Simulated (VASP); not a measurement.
Input of a VASP 6.6.1 run:

INCAR

```
SYSTEM = InAs
ALGO = Normal
EDIFF = 1E-7
EDIFFG = -0.003
ENCUT = 600
GGA = PE
IBRION = 2
ISIF = 3
ISMEAR = 0
LASPH = .True.
LCHARG = .False.
LREAL = .False.
LWAVE = .False.
NELM = 100
NSW = 80
PREC = Accurate
PSTRESS = 140.0
SIGMA = 0.1
```

KPOINTS

```
k-points
0
Gamma
  16 16 16
  0 0 0
```

POSCAR

```
InAs
1.0
   -2.5909143006      2.5909143006      1.4156880190
    2.5909143006     -2.5909143006      1.4156880190
    2.5909143006      2.5909143006     -1.4156880190
In As
1 1
Direct
    0.0000000000      0.0000000000      0.0000000000
    0.7500000000      0.2500000000      0.5000000000
```

Potentials or basis: VASP PAW PBE potentials, release 64 (In_d, As).

The run is started by

```console
$ cat potpaw_PBE.64/In_d/POTCAR potpaw_PBE.64/As/POTCAR > POTCAR
$ mpirun -np 1 vasp_std > vasp.out
```

Q: Predict the relaxed cell.

A: a = 3.988 Å, b = 3.988 Å, c = 3.988 Å, α = 97.48°, β = 97.48°, γ = 137.69°.

Q: What does it give for the space group after relaxing (to 0.1 Å)?

A: I-4m2 (No. 119).

Final structure:
```
In As
1.0
    -2.62992    2.62992    1.43936
     2.62992   -2.62992    1.43936
     2.62992    2.62992   -1.43936
In As
1 1
Direct
  0.00000 0.00000 0.00000
  0.75000 0.25000 0.50000
```
